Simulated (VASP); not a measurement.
# AlAs (F-43m) in VASP: further runs, part 2 of 2

VASP 6.6.1. The steps go on from the part before.

### 4 Single point, PBE0

POSCAR reads:

```
AlAs
1.0
    0.0000000000      2.8389248736      2.8389248736
    2.8389248736      0.0000000000      2.8389248736
    2.8389248736      2.8389248736      0.0000000000
Al As
1 1
Direct
    0.0000000000      0.0000000000      0.0000000000
    0.7500000000      0.7500000000      0.7500000000
```

INCAR.step1 reads:

```
SYSTEM = AlAs
PREC = Accurate ; ENCUT = 400
EDIFF = 1E-5 ; ISMEAR = 0
SIGMA = 0.01 ; LREAL = .False.
LASPH = .True. ; NELM = 120
ALGO = Normal ; ISIF = 2
LWAVE = .True. ; LCHARG = .False.
GGA = PE ; NBANDS = 11
GGA_COMPAT = .False.
```

INCAR.step2 reads:

```
SYSTEM = AlAs
PREC = Accurate ; ENCUT = 400
EDIFF = 1E-6 ; ISMEAR = 0
SIGMA = 0.01 ; LREAL = .False.
LASPH = .True. ; NELM = 120
ALGO = Normal ; ISIF = 2
LWAVE = .False. ; LCHARG = .False.
GGA = PE ; LHFCALC = .True.
AEXX = 0.25 ; PRECFOCK = Normal
ISTART = 1 ; NBANDS = 11
GGA_COMPAT = .False.
```

KPOINTS reads:

```
Automatic mesh
0
Gamma
  6 6 6
  0 0 0
```

Potentials or basis: VASP PAW PBE potentials, release 64 (Al, As).

Run with:

```bash
> cat potpaw_PBE.64/Al/POTCAR potpaw_PBE.64/As/POTCAR > POTCAR
> cp INCAR.step1 INCAR
> mpirun -np 1 vasp_std > vasp.out
> cp INCAR.step2 INCAR
> mpirun -np 1 vasp_std > vasp.out
```

OUTCAR:

```text
SYSTEM = AlAs
   PREC = Accurate
   ENCUT = 400
   EDIFF = 1E-6
   ISMEAR = 0
   LREAL = .False.
   LASPH = .True.
   NELM = 120
   ISIF = 2
   GGA = PE
   LHFCALC = .True.
   AEXX = 0.25
   PRECFOCK = Normal
   ISTART = 1

 ion  position               nearest neighbor table
   1  0.000  0.000  0.000-   2 2.46   2 2.46   2 2.46   2 2.46
   2  0.750  0.750  0.750-   1 2.46   1 2.46   1 2.46   1 2.46

  LATTYP: Found a face centered cubic cell.
 ALAT       =     5.6778497472

  Lattice vectors:

 A1 = (   0.0000000000,   2.8389248736,   2.8389248736)
 A2 = (   2.8389248736,   0.0000000000,   2.8389248736)
 A3 = (   2.8389248736,   2.8389248736,   0.0000000000)

Analysis of symmetry for initial positions (statically):
=====================================================================
 Subroutine PRICEL returns:
 Original cell was already a primitive cell.

 Routine SETGRP: Setting up the symmetry group for a
 face centered cubic supercell.

 Subroutine GETGRP returns: Found 24 space group operations
 (whereof 24 operations were pure point group operations)
 out of a pool of 48 trial point group operations.

[... 172 lines left out ...]
      2       3.0077      2.00000
      3       3.0077      2.00000
      4       3.0077      2.00000
      5       6.5190      0.00000
      6       8.8435      0.00000
      7       8.8435      0.00000
      8       8.8435      0.00000
      9      13.5423      0.00000
     10      13.8086      0.00000
     11      13.8086      0.00000
[... 197 lines left out ...]
 k-point    16 :      -0.3333    0.5000    0.1667
  band No.  band energies     occupation
      1      -7.8753      2.00000
      2      -2.7518      2.00000
      3      -0.2033      2.00000
      4       0.0863      2.00000
      5       7.6123      0.00000
      6       8.6271      0.00000
      7      11.8897      0.00000
      8      12.5836      0.00000
      9      15.5704      0.00000
     10      17.2704      0.00000
     11      17.5689      0.00000

------------------------ aborting loop because EDIFF is reached ----------------------------------------

  FORCE on cell =-STRESS in cart. coord.  units (eV):
  Direction    XX          YY          ZZ          XY          YZ          ZX
  --------------------------------------------------------------------------------------
  -------------------------------------------------------------------------------------
  Total       -0.0470544     -0.0470544     -0.0470544     -0.0000000      0.0000000     -0.0000000
  in kB       -1.6474753     -1.6474753     -1.6474753     -0.0000000      0.0000000     -0.0000000
  external PRESSURE =      -1.6474753 kB  Pullay stress =       0.0000000 kB

 VOLUME and BASIS-vectors are now :
 -----------------------------------------------------------------------------
  energy-cutoff  :      400.00
  volume of cell :       45.76
      direct lattice vectors                 reciprocal lattice vectors
     0.000000000  2.838924874  2.838924874    -0.176123012  0.176123012  0.176123012
     2.838924874  0.000000000  2.838924874     0.176123012 -0.176123012  0.176123012
     2.838924874  2.838924874  0.000000000     0.176123012  0.176123012 -0.176123012

 POSITION                                       TOTAL-FORCE (eV/Angst)
 -----------------------------------------------------------------------------------
      0.00000      0.00000      0.00000         0.000000      0.000000      0.000000
      4.25839      4.25839      4.25839        -0.000000     -0.000000     -0.000000
 -----------------------------------------------------------------------------------
    total drift:                               -0.000000     -0.000000     -0.000000

  FREE ENERGIE OF THE ION-ELECTRON SYSTEM (eV)
  ---------------------------------------------------
  free  energy   TOTEN  =       -11.8494869952 eV

  energy  without entropy=      -11.8494869952  energy(sigma->0) =      -11.84948700
```

Wall time 15 min (1 thread of Intel Xeon 8259CL, shared host); peak memory 0.17 GiB.

Results:

```yaml
Free_energy: -11.8495 eV
Pressure: -0.2 GPa
Band_gap_on_the_k_mesh: 2.77 eV (least direct gap 3.51 eV)
```

Levels at points of the mesh, in eV from the valence-band top:
```
           k point  band 2  band 3  band 4  band 5  band 6  band 7
(0.00, 0.00, 0.00)    0.00    0.00    0.00    3.51    5.84    5.84
(0.50, 0.00, 0.00)   -6.17   -0.91   -0.91    3.56    6.25    6.25
(0.50, 0.50, 0.00)   -6.02   -2.39   -2.39    2.77    3.67   12.32
```

Caveat: the PAW data sets were made with another functional, which shifts forces and pressure a little. A k mesh can miss the band edges.

### 5 Overview

| level | cutoff (eV) | grid for exact exchange (PRECFOCK) | share of exact exchange | screening parameter | gap on the mesh (eV) | pressure (GPa) |
| --- | --- | --- | --- | --- | --- | --- |
| r2SCAN | 550 | - | - | - | 1.80 | 0.0 |
| HSE06 | 400 | Normal | 0.25 | 0.2079 1/Å | 2.10 | -0.1 |
| PBE0 | 400 | Normal | 0.25 | - | 2.77 | -0.2 |

Alike in all rows: task single point; potentials or basis VASP PAW PBE potentials, release 64 (Al, As); no spin polarisation; cell as given; k mesh 6 × 6 × 6; smearing gaussian 0.01 eV.

On the cell as given the gap runs from 1.80 eV (r2SCAN) to 2.77 eV (PBE0).

Caveats: the PAW data sets were made with another functional, which shifts forces and pressure a little.

Absolute energies hang on the potentials; compare differences alone.
